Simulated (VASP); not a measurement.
Write the native input for VASP 6.6.1 that does the following.

* Task: single point
* Functional: LDA
* Potentials or basis: VASP PAW LDA potentials, release 64 (Ni)
* Cutoff: 600 eV
* k mesh: 16 × 16 × 16
* Occupations: methfessel-paxton, width 0.3 eV
* Spin: no spin polarisation
* Dipole correction: no
* Further INCAR settings: ALGO = Normal; EDIFF = 1e-06; NBANDS = 11

The structure of Ni lies in POSCAR:

```
Ni
1.0
    0.0000000000      1.7104399105      1.7104399105
    1.7104399105      0.0000000000      1.7104399105
    1.7104399105      1.7104399105      0.0000000000
Ni
1
Direct
    0.0000000000      0.0000000000      0.0000000000
```

The input as run:

INCAR

```
ALGO = Normal
EDIFF = 1E-6
ENCUT = 600
GGA_COMPAT = F
ISIF = 2
ISMEAR = 1
LASPH = T
LCHARG = T
LELF = T
LREAL = F
LVHAR = T
LWAVE = F
NBANDS = 11
NELM = 120
PREC = Accurate
SIGMA = 0.3
```

KPOINTS

```
k-points
0
Gamma
  16 16 16
```

Potentials or basis: VASP PAW LDA potentials, release 64 (Ni).

Command:

```bash
$ cat potpaw_LDA.64/Ni/POTCAR > POTCAR
$ mpirun -np 1 vasp_std > vasp.out
```

Results of the run:

| Quantity | Value |
| --- | --- |
| Pressure | -0.5 GPa |
| Band gap on the k mesh | zero (band 5 reaches 10.32 eV, above the bottom of band 6 at 9.24 eV) |

Caveat: the run has no spin polarisation, though such a crystal can be magnetic.

Run time: 18 s on 1 thread of Intel Xeon 6975P-C, on a shared host, peak memory 0.13 GiB.
